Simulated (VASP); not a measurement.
SiC: single point with PBE

The system is SiC.

```
Si C
1.0
     3.17917    0.00000    0.00000
    -1.58958    2.75324    0.00000
     0.00000    0.00000    4.79959
Si C
2 2
Direct
  0.33333 0.66667 0.00456
  0.66667 0.33333 0.50456
  0.33333 0.66667 0.42517
  0.66667 0.33333 0.92517
```

This cell differs from its parent crystal: c/a of the conventional cell at fixed volume 1.5097.

```
Program             : VASP 6.6.1
Task                : single point
Functional          : PBE
Potentials or basis : VASP PAW PBE potentials, release 64 (Si, C)
Cutoff              : 520 eV
k mesh              : 12 × 12 × 6
Occupations         : gaussian, width 0.05 eV
Spin                : no spin polarisation
```

| Quantity | Value |
| --- | --- |
| Pressure | -1.8 GPa |
| Largest force | 1.934 eV/Å |
| Band gap on the k mesh | 0.58 eV, indirect (least direct gap 1.85 eV) |

Forces on the atoms (eV/Å):
```
Si   0.000  0.000  1.934
Si   0.000  0.000  1.934
C    0.000  0.000 -1.934
C    0.000  0.000 -1.934
```

Stress tensor (GPa, compression positive):
```
-7.87  0.00  0.00
 0.00 -7.87  0.00
 0.00  0.00 10.19
```

Levels at points of the mesh, in eV from the valence-band top:
| k point | band 6 | band 7 | band 8 | band 9 | band 10 | band 11 |
| --- | --- | --- | --- | --- | --- | --- |
| (0.00, 0.00, 0.00) | -1.82 | -1.82 | 0.00 | 1.85 | 4.52 | 4.52 |
| (0.50, 0.00, 0.00) | -5.28 | -3.99 | -2.85 | 0.58 | 3.74 | 5.56 |
| (0.00, 0.00, 0.50) | -2.70 | -2.70 | -2.70 | 3.31 | 3.31 | 5.21 |
| (0.50, 0.00, 0.50) | -4.29 | -2.67 | -2.67 | 2.06 | 2.06 | 3.74 |

Run time: 93 s on 1 thread of AMD EPYC 7R43 64-Core Processor (Zen 3) (shared host), peak memory 0.13 GiB.

Caveat: forces of over 1 eV/Å act on the atoms, so gaps and moduli don't describe the material at rest. A k mesh can miss the band edges.
